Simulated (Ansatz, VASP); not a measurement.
## Na2S in VASP and in Ansatz

File POSCAR:

```
Na2S
1.0
    0.0000000000      3.3192806801      3.3192806801
    3.3192806801      0.0000000000      3.3192806801
    3.3192806801      3.3192806801      0.0000000000
S Na
1 2
Direct
    0.0000000000      0.0000000000      0.0000000000
    0.2500000000      0.2500000000      0.2500000000
    0.7500000000      0.7500000000      0.7500000000
```

INCAR.step1

```
SYSTEM = Na2S
ALGO = Normal ; EDIFF = 1E-5
ENCUT = 550 ; GGA = PE
GGA_COMPAT = .FALSE. ; ISMEAR = 0
LASPH = .TRUE. ; LCHARG = .FALSE.
LREAL = .FALSE. ; LWAVE = .TRUE.
NBANDS = 17 ; NELM = 120
PREC = Accurate ; SIGMA = 0.01
```

The input INCAR.step2:

```
SYSTEM = Na2S
ALGO = Normal ; EDIFF = 1E-6
ENCUT = 550 ; GGA_COMPAT = .FALSE.
ISIF = 2 ; ISMEAR = 0
ISTART = 1 ; LASPH = .TRUE.
LCHARG = .FALSE. ; LMIXTAU = .TRUE.
LREAL = .FALSE. ; LWAVE = .FALSE.
METAGGA = R2SCAN ; NBANDS = 17
NELM = 120 ; PREC = Accurate
SIGMA = 0.01
```

KPOINTS

```
k-points
0
G
  6 6 6
  0 0 0
```

Input for Ansatz:

```yaml
crystal:
  lattice:
    - [0.0, 3.3192806801, 3.3192806801]
    - [3.3192806801, 0.0, 3.3192806801]
    - [3.3192806801, 3.3192806801, 0.0]
  atoms:
    - { symbol: S, position: [0.0, 0.0, 0.0] }
    - { symbol: Na, position: [0.25, 0.25, 0.25] }
    - { symbol: Na, position: [0.75, 0.75, 0.75] }
kpoints:
  mp_grid: { grid: [6, 6, 6] }
hamiltonian:
  xc: r2scan
scf:
  occupations: { method: fixed }
  n_extra_bands: 4
output:
  forces: true
  stress: true
  eigenvalues: true
```

Alike in both runs: task single point; functional r2SCAN; k mesh 6 × 6 × 6; no spin polarisation.

|  | VASP | Ansatz |
| --- | --- | --- |
| version | VASP 6.6.1 | Ansatz 0.2.0 |
| potentials or method | VASP PAW PBE potentials, release 64 (S, Na_pv) | plane waves, PAW |
| plane-wave cutoff (eV) | 550 | 500 |
| occupations | gaussian, width 0.01 eV | fixed |
| valence electrons in the cell | 20 | 24 |

|  | VASP | Ansatz | Ansatz less VASP |
| --- | --- | --- | --- |
| gap on the k mesh at the Fermi level (eV) | 2.91 | 2.89 | -0.023 |
| pressure (GPa) | -1.7 | -1.6 | +0.17 |

VASP's potentials were made for PBE, not for r2SCAN. VASP's potentials hold 20 valence electrons a cell and Ansatz's 24, so a difference there can come from the potentials and not from the codes.
